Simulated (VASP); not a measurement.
Wanted: the native input for a VASP 6.6.1 run.

```yaml
Task: single point
Functional: PBE
Dispersion: D3(BJ)
Potentials_or_basis: VASP PAW PBE potentials, release 64 (Al)
Cutoff: 520 eV
k_mesh: 18 × 18 × 4
Occupations: gaussian, width 0.15 eV
Spin: no spin polarisation
Dipole_correction: no
Further_INCAR_settings: ALGO = Fast; EDIFF = 1e-06; NBANDS = 14
```

The structure of Al lies in POSCAR:

```
Al
1.0
    2.8144222649      0.0000000000      0.0000000000
   -1.4072111325      2.4373611784      0.0000000000
    0.0000000000      0.0000000000      9.2410470711
Al
4
Direct
   -0.2862582575     -0.2490398245      0.0000000000
    0.3333333333      0.6666666667      0.2500000000
    0.2862582575      0.2490398245      0.5000000000
    0.6666666667      0.3333333333      0.7500000000
```

This cell differs from its parent crystal: atoms displaced along several vibrational modes.

These files were run (other wordings do the same):

INCAR

```
SYSTEM = Al
PREC = Accurate
ENCUT = 520
EDIFF = 1E-6
ISMEAR = 0
SIGMA = 0.15
LREAL = .FALSE.
LASPH = .TRUE.
NELM = 80
ALGO = Fast
ISIF = 2
LWAVE = .FALSE.
LCHARG = .FALSE.
GGA = PE
IVDW = 12
NBANDS = 14
```

KPOINTS

```
Automatic mesh
0
G
  18 18 4
  0 0 0
```

Potentials or basis: VASP PAW PBE potentials, release 64 (Al).

The run is started by

```sh
$ cat potpaw_PBE.64/Al/POTCAR > POTCAR
$ mpirun -np 1 vasp_std > vasp.out
```

It gave:

```yaml
Pressure: 4.4 GPa
Largest_force: 0.691 eV/Å
Band_gap_on_the_k_mesh: zero (bands 6 and 7 overlap by 5.46 eV)
Dispersion_energy_per_atom: -0.351 eV
```

Caveat: the cell differs from its parent crystal (atoms displaced along several vibrational modes); the stress differs along the axes, from 0 to 12 GPa.

It took 9.3 min on 1 thread of Intel Xeon 8259CL, with other jobs on the host, peak memory 0.44 GiB.
